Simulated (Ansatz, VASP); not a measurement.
# Two plane-wave programs on NaF

The input POSCAR:

```
NaF
1.0
    0.0000000000      2.3200000000      2.3200000000
    2.3200000000      0.0000000000      2.3200000000
    2.3200000000      2.3200000000      0.0000000000
Na F
1 1
Direct
    0.0000000000      0.0000000000      0.0000000000
    0.5000000000      0.5000000000      0.5000000000
```

File INCAR.step1:

```
ALGO = Normal ; EDIFF = 1E-5
ENCUT = 520 ; GGA = PE
ISIF = 2 ; ISMEAR = 0
LASPH = T ; LCHARG = F
LREAL = F ; LWAVE = T
NBANDS = 14 ; NELM = 80
PREC = Accurate ; SIGMA = 0.01
```

The input INCAR.step2:

```
AEXX = 0.25 ; ALGO = Normal
EDIFF = 1E-6 ; ENCUT = 520
GGA = PE ; ISIF = 2
ISMEAR = 0 ; ISTART = 1
LASPH = T ; LCHARG = F
LHFCALC = T ; LREAL = F
LWAVE = F ; NBANDS = 14
NELM = 80 ; PREC = Accurate
PRECFOCK = Normal ; SIGMA = 0.01
```

Contents of KPOINTS:

```
k-points
0
Gamma
  6 6 6
```

Contents of input:

```
crystal:
  lattice:
    - [0.0, 2.32, 2.32]
    - [2.32, 0.0, 2.32]
    - [2.32, 2.32, 0.0]
  atoms:
    - { symbol: Na, position: [0.0, 0.0, 0.0] }
    - { symbol: F, position: [0.5, 0.5, 0.5] }
kpoints:
  mp_grid: { grid: [6, 6, 6] }
  band_path:
    path:
      - [0.0, 0.0, 0.0]
      - [0.5, 0.0, 0.5]
      - [0.625, 0.25, 0.625]
      - [0.375, 0.375, 0.75]
      - [0.5, 0.5, 0.5]
      - [0.5, 0.25, 0.75]
    npoints: 1
hamiltonian:
  xc: pbe0
scf:
  occupations: { method: fixed }
  n_extra_bands: 4
output:
  forces: true
  stress: true
  eigenvalues: true
```

Alike in both runs: functional PBE0; k mesh 6 × 6 × 6; no spin polarisation.

|  | VASP | Ansatz |
| --- | --- | --- |
| version | VASP 6.6.1 | Ansatz 0.2.0 |
| potentials or method | VASP PAW PBE potentials, release 64 (Na_pv, F) | Ansatz PAW |
| plane-wave cutoff (eV) | 520 | 420 |
| occupations | gaussian, width 0.01 eV | fixed |
| valence electrons in the cell | 14 | 16 |
| task | single point | band structure |

|  | VASP | Ansatz | Ansatz less VASP |
| --- | --- | --- | --- |
| gap on the k mesh at the Fermi level (eV) | 9.20 | 9.23 | +0.023 |
| least direct gap on the mesh (eV) | 9.20 | 9.23 | +0.023 |
| pressure (GPa) | 0.0 | -0.1 | -0.08 |

VASP's potentials hold 14 valence electrons a cell and Ansatz's 16, so a difference there can come from the potentials and not from the codes.
